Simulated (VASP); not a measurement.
A run of VASP 6.6.1 is set up as follows.

File INCAR:

```
SYSTEM = AlN
ALGO = Normal
EDIFF = 1E-7
EDIFFG = -0.05
ENCUT = 600
GGA = PE
IBRION = 2
ISIF = 3
ISMEAR = 0
LASPH = .TRUE.
LCHARG = .FALSE.
LREAL = .FALSE.
LWAVE = .FALSE.
NELM = 80
NSW = 80
PREC = Accurate
SIGMA = 0.1
```

Contents of KPOINTS:

```
k-points
0
G
  8 8 8
  0 0 0
```

The input POSCAR:

```
AlN
1.0
    0.0000000000      2.4779940542      2.4779940542
    2.4779940542      0.0000000000      2.4779940542
    2.4779940542      2.4779940542      0.0000000000
Al N
1 1
Direct
    0.0000000000      0.0000000000      0.0000000000
    0.7500000000      0.7500000000      0.7500000000
```

Potentials or basis: VASP PAW PBE potentials, release 64 (Al, N).

Launch:

```bash
$ cat potpaw_PBE.64/Al/POTCAR potpaw_PBE.64/N/POTCAR > POTCAR
$ mpirun -np 1 vasp_std > vasp.out
```

What does it give for the space group after relaxing (to 0.05 Å)?

F-43m (No. 216).

Predict the band gap on the k mesh.

3.31 eV, indirect (least direct gap 3.98 eV).

Predict the relaxed cell.

a = 3.114 Å, b = 3.114 Å, c = 3.114 Å, α = 60.00°, β = 60.00°, γ = 60.00°.

What does it give for the relaxed volume?

10.68 Å³/atom.

Step by step:
```tsv
step	energy change (eV)	largest force (eV/Å)	pressure (GPa)	volume (Å³)
1	0.0000	0.0000	-33.44	30.43
2	-1.0062	0.0000	36.72	18.48
3	-1.2948	0.0000	-0.40	21.35
```

Caveat: the volume moved by over 15 % at a fixed basis, so the end points are rough. PBE gaps usually lie below the measured ones, often by a third to a half.
